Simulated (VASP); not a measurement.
Wanted: the native input for a VASP 6.6.1 run.

* Task: single point
* Functional: r2SCAN
* Potentials or basis: VASP PAW PBE potentials, release 64 (N)
* Cutoff: 520 eV
* k mesh: 4 × 4 × 4
* Occupations: gaussian, width 0.02 eV
* Spin: collinear spin, ferromagnetic start
* Starting moments: [3.23, 3.23, 3.23, 3.23] μB
* Dipole correction: no
* Further INCAR settings: ALGO = Normal; EDIFF = 1e-06; NBANDS = 22

N:

```
CELL_PARAMETERS angstrom
5.66859 0.00000 0.00000
0.00000 5.66859 0.00000
0.00000 0.00000 5.66859
ATOMIC_POSITIONS crystal
N 0.00037 0.00037 0.00037
N 0.49963 0.99963 0.50037
N 0.50037 0.49963 0.99963
N 0.99963 0.50037 0.49963
```

One way to write it, as run:

POSCAR

```
N
1.0
    5.6685948476      0.0000000000      0.0000000000
    0.0000000000      5.6685948476      0.0000000000
    0.0000000000      0.0000000000      5.6685948476
N
4
Direct
    0.0003698838      0.0003698838      0.0003698838
    0.4996301162      0.9996301162      0.5003698838
    0.5003698838      0.4996301162      0.9996301162
    0.9996301162      0.5003698838      0.4996301162
```

INCAR.step1

```
SYSTEM = N
PREC = Accurate
ENCUT = 520
ISMEAR = 0
SIGMA = 0.02
LREAL = .FALSE.
LASPH = .TRUE.
NELM = 150
ISPIN = 2
MAGMOM = 3.23 3.23 3.23 3.23
NBANDS = 22
GGA = PE
ALGO = Normal
EDIFF = 1E-4
LWAVE = .TRUE.
LCHARG = .FALSE.
```

INCAR.step2

```
SYSTEM = N
PREC = Accurate
ENCUT = 520
EDIFF = 1E-6
ISMEAR = 0
SIGMA = 0.02
LREAL = .FALSE.
LASPH = .TRUE.
NELM = 150
ALGO = Normal
ISIF = 2
LWAVE = .FALSE.
LCHARG = .FALSE.
ISPIN = 2
MAGMOM = 3.23 3.23 3.23 3.23
LORBIT = 11
METAGGA = R2SCAN
LMIXTAU = .TRUE.
NBANDS = 22
ISTART = 1
```

KPOINTS

```
regular mesh
0
G
  4 4 4
  0 0 0
```

Potentials or basis: VASP PAW PBE potentials, release 64 (N).

Run with:

```bash
$ cat potpaw_PBE.64/N/POTCAR > POTCAR
$ cp INCAR.step1 INCAR
$ mpirun -np 1 vasp_std > vasp.out
$ cp INCAR.step2 INCAR
$ mpirun -np 1 vasp_std > vasp.out
```

Results of the run:

* Pressure: -0.1 GPa
* Band gap on the k mesh: 4.66 eV
* Net moment: 12.00 μB per cell
* Site moments: N +1.99 μB
* Valence electrons inside the program's atomic spheres: N 3.30

Caveat: the PAW data sets were made with another functional, which shifts forces and pressure a little.

Wall time 8.4 min on 1 thread of Oxide Virtual Turin-like Processor, with other jobs on the host, peak memory 0.33 GiB.
